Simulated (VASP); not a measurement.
# Si (I4/mmm) in VASP: further runs, part 2 of 2

VASP 6.6.1. Earlier steps stand in the parts before.

### 3 Single point, LDA (strain +0.030 along x and y, +0.015 along z)

File INCAR:

```
  PREC = Accurate
  ENCUT = 520
  EDIFF = 1E-6
  ISMEAR = 0
  SIGMA = 0.15
  LREAL = False
  LASPH = True
  NELM = 80
  ALGO = Normal
  ISIF = 2
  LWAVE = False
  LCHARG = True
  LELF = True
  LVHAR = True
  NBANDS = 8
```

File KPOINTS:

```
regular mesh
0
Gamma
  28 28 28
```

File POSCAR:

```
Si
1.0
   -1.6847328291      1.6847328291      1.3243844741
    1.6847328291     -1.6847328291      1.3243844741
    1.6847328291      1.6847328291     -1.3243844741
Si
1
Direct
    0.0000000000      0.0000000000      0.0000000000
```

Potentials or basis: VASP PAW LDA potentials, release 64 (Si).

On the command line:

```
$ cat potpaw_LDA.64/Si/POTCAR > POTCAR
$ mpirun -np 1 vasp_std > vasp.out
```

OUTCAR:

```text
PREC = Accurate
   ENCUT = 520
   EDIFF = 1E-6
   ISMEAR = 0
   LREAL = False
   LASPH = True
   NELM = 80
   ISIF = 2

 ion  position               nearest neighbor table
   1  0.000  0.000  0.000-

  LATTYP: Found a body centered tetragonal cell.
 ALAT       =     3.3694656582
 C/A-ratio  =     0.7861094954

  Lattice vectors:

 A1 = (  -1.6847328291,   1.6847328291,   1.3243844741)
 A2 = (   1.6847328291,  -1.6847328291,   1.3243844741)
 A3 = (   1.6847328291,   1.6847328291,  -1.3243844741)

Analysis of symmetry for initial positions (statically):
=====================================================================
 Subroutine PRICEL returns:
 Original cell was already a primitive cell.

 Routine SETGRP: Setting up the symmetry group for a
 body centered tetragonal supercell.

 Subroutine GETGRP returns: Found 16 space group operations
 (whereof 16 operations were pure point group operations)
 out of a pool of 16 trial point group operations.

The static configuration has the point symmetry D_4h.

Analysis of symmetry for dynamics (positions and initial velocities):
=====================================================================
 Subroutine PRICEL returns:
 Original cell was already a primitive cell.

 Routine SETGRP: Setting up the symmetry group for a
 body centered tetragonal supercell.

 Subroutine GETGRP returns: Found 16 space group operations
 (whereof 16 operations were pure point group operations)
 out of a pool of 16 trial point group operations.

The dynamic configuration has the point symmetry D_4h.

 Subroutine INISYM returns: Found 16 space group operations
 (whereof 16 operations are pure point group operations),
 and found     1 'primitive' translations

----------------------------------------------------------------------------------------
[... 110 lines left out ...]
     AMIX     =   0.40;   BMIX     =  1.00
     AMIX_MAG =   1.60;   BMIX_MAG =  1.00
  volume/ion in A,a.u.               =      15.04       101.47
  Fermi-wavevector in a.u.,A,eV,Ry     =   1.052889  1.989673 15.083095  1.108576
  Thomas-Fermi vector in A             =   2.187990
   LORBIT       =      0    0 simple, 1 ext, 2 COOP (PROOUT), +10 PAW based schemes
   GGA     = CA    functional components
   LHFCALC =     F    Hartree Fock is set to
   AEXX    =    0.0000 exact exchange contribution
   IVDW    =     0    specifies the selected vdW correction
   LEPSILON=     F    determine dielectric tensor
   LRPA    =     F    only Hartree local field effects (RPA)
 non-spin polarized calculation
 Gauss-broadening in eV      SIGMA  =   0.15
  energy-cutoff  :      520.00
  volume of cell :       15.04
 maximum number of plane-waves:       421
   NGX = 11   NGY = 11   NGZ = 11

 number of electron       4.0000000 magnetization

 Free energy of the ion-electron system (eV)
  ---------------------------------------------------
  ext. energy  EPLUGINS =         0.00000000
  ---------------------------------------------------
  free energy    TOTEN  =        -5.54409897 eV

  energy without entropy =       -5.53889858  energy(sigma->0) =       -5.54149878

 E-fermi :   9.5531     XC(G=0): -11.0959

 val. band max:        9.5469735952   @ k =  -0.1429  -0.2857   0.0714
 cond. band min:       9.5612834657   @ k =  -0.2857   0.2143  -0.0000
 fundamental gap:      0.0143098705
 Fermi energy:         9.5530893193

 k-point     1 :       0.0000    0.0000    0.0000
  band No.  band energies     occupation
      1      -4.4599      2.00000
      2      18.4987      0.00000
      3      18.4987      0.00000
      4      18.6163      0.00000
      5      21.7093      0.00000
      6      22.5832      0.00000
      7      24.8363      0.00000
      8      24.8363      0.00000
[... 243 lines left out ...]
 k-point    24 :       0.3214    0.0357    0.0000
  band No.  band energies     occupation
      1      -0.5310      2.00000
      2       9.4043      1.83936
      3      14.2852      0.00000
      4      15.6379      0.00000
      5      17.1837      0.00000
      6      19.3213      0.00000
      7      25.7462      0.00000
      8      29.4900      0.00000

 [... further k-points ...]

------------------------ aborting loop because EDIFF is reached ----------------------------------------

  FORCE on cell =-STRESS in cart. coord.  units (eV):
  Direction    XX          YY          ZZ          XY          YZ          ZX
  --------------------------------------------------------------------------------------
  -------------------------------------------------------------------------------------
  Total       -0.5775482     -0.5775482     -0.5399620      0.0000000      0.0000000      0.0000000
  in kB      -61.5407383    -61.5407383    -57.5357270      0.0000000      0.0000000      0.0000000
  external PRESSURE =     -60.2057345 kB  Pullay stress =       0.0000000 kB

 VOLUME and BASIS-vectors are now :
 -----------------------------------------------------------------------------
  energy-cutoff  :      520.00
  volume of cell :       15.04
      direct lattice vectors                 reciprocal lattice vectors
    -1.684732829  1.684732829  1.324384474     0.000000000  0.296782962  0.377533873
     1.684732829 -1.684732829  1.324384474     0.296782962  0.000000000  0.377533873
     1.684732829  1.684732829 -1.324384474     0.296782962  0.296782962  0.000000000

 POSITION                                       TOTAL-FORCE (eV/Angst)
 -----------------------------------------------------------------------------------
      0.00000      0.00000      0.00000         0.000000      0.000000     -0.000000
 -----------------------------------------------------------------------------------
    total drift:                                0.000000      0.000000     -0.000000

  FREE ENERGIE OF THE ION-ELECTRON SYSTEM (eV)
  ---------------------------------------------------
  free  energy   TOTEN  =        -5.5440989674 eV

  energy  without entropy=       -5.5388985837  energy(sigma->0) =       -5.54149878
```

Run time: 77 s. Hardware: 1 thread of Intel Xeon 6975P-C, shared host; peak memory 0.26 GiB.

Results:

```yaml
Free_energy: -5.5441 eV
Pressure: -6.0 GPa
Band_gap_on_the_k_mesh: zero (band 2 reaches 18.50 eV, above the bottom of band 3 at 6.22 eV)
```

Caveat: the cell differs from its parent crystal (strain +0.030 along x and y, +0.015 along z).

### 4 Single point, LDA (strain +0.030 along x and y, +0.030 along z)

File INCAR:

```
SYSTEM = Si
ALGO = Normal ; EDIFF = 1E-7
ENCUT = 520 ; ISIF = 2
ISMEAR = 0 ; LASPH = .True.
LCHARG = .False. ; LREAL = .False.
LWAVE = .False. ; NBANDS = 8
NELM = 60 ; PREC = Accurate
SIGMA = 0.15
```

File KPOINTS:

```
k-points
0
Gamma
  28 28 28
  0 0 0
```

File POSCAR:

```
Si
1.0
   -1.6847328291      1.6847328291      1.3439566585
    1.6847328291     -1.6847328291      1.3439566585
    1.6847328291      1.6847328291     -1.3439566585
Si
1
Direct
    0.0000000000      0.0000000000      0.0000000000
```

On the command line:

```
$ cat potpaw_LDA.64/Si/POTCAR > POTCAR
$ mpirun -np 1 vasp_std > vasp.out
```

Run time: 85 s. Hardware: 1 thread of Intel Xeon 6975P-C, shared host; peak memory 0.26 GiB.

The run converged. Its results:

* Free energy: -5.5351 eV
* Pressure: -7.1 GPa
* Band gap on the k mesh: zero (band 2 reaches 18.35 eV, above the bottom of band 3 at 6.08 eV)

Stress tensor (GPa, compression positive):
```
-6.99  0.00  0.00
 0.00 -6.99  0.00
 0.00  0.00 -7.30
```

Levels at points of the mesh, in eV from the Fermi level:
```
           k point  band 1  band 2  band 3  band 4  band 5  band 6
(0.00, 0.00, 0.00)  -13.88    8.98    8.98    9.22   12.32   12.60
(0.50, 0.00, 0.00)   -5.87   -5.82    4.33    5.96    6.32    8.68
(0.50, 0.50, 0.00)   -8.33   -6.79    8.49   10.73   11.44   11.59
(0.50, 0.50, 0.50)   -2.31   -2.31   -2.07    1.54    4.26    6.63
```

Caveat: the cell differs from its parent crystal (strain +0.030 along x and y, +0.030 along z).

### 5 Overview

```tsv
cell	gap on the mesh (eV)	pressure (GPa)
a = 2.705 Å, angles 104.3, 104.3, 120.4°, 1 atom	none	-5.1
a = 2.726 Å, angles 103.7, 103.7, 121.9°, 1 atom	none	-6.0
a = 2.735 Å, angles 104.0, 104.0, 121.1°, 1 atom	none	-7.1
```

Alike in all rows: task single point; level LDA; potentials or basis VASP PAW LDA potentials, release 64 (Si); no spin polarisation; k mesh 28 × 28 × 28; cutoff (eV) 520; smearing gaussian 0.15 eV.

Absolute energies hang on the potentials; compare differences alone.
